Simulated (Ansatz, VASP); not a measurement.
BaTiO3 in VASP and in Ansatz

```
Ba Ti O
1.0
     3.96320    0.00000    0.00000
     0.00000    2.85788    2.87420
     0.00000   -2.85788    2.87420
Ba Ti O
1 1 3
Cartesian
  0.0000 0.0000 0.0285
  1.9816 0.0000 2.9924
  1.9816 1.3889 4.2180
  1.9816 -1.3889 4.2180
  0.0000 0.0000 2.7985
```

Alike in both runs: task single point; functional PBE; k mesh 6 × 6 × 6; occupations fermi-dirac, width 0.02 eV; no spin polarisation.

```csv
,VASP,Ansatz
version,VASP 6.6.1,Ansatz 0.2.0
potentials or method,"VASP PAW PBE potentials, release 64 (Ba_sv, Ti_sv, O)","plane waves, PAW"
plane-wave cutoff (eV),520,420
valence electrons in the cell,40,40
```

```csv
,VASP,Ansatz,Ansatz less VASP
gap on the k mesh at the Fermi level (eV),2.24,2.29,+0.050
pressure (GPa),4.9,3.2,-1.72
"traceless stress, the component that is largest in VASP (GPa)",0.13,0.09,-0.041
rms of the force components (eV/Å),0.067,0.042,-0.0249
```

Atom by atom the forces differ by 0.031 eV/Å (rms over components). The functional is the same, so the differences come from potentials, cutoffs and numerics.

Neither program's run includes spin-orbit coupling.
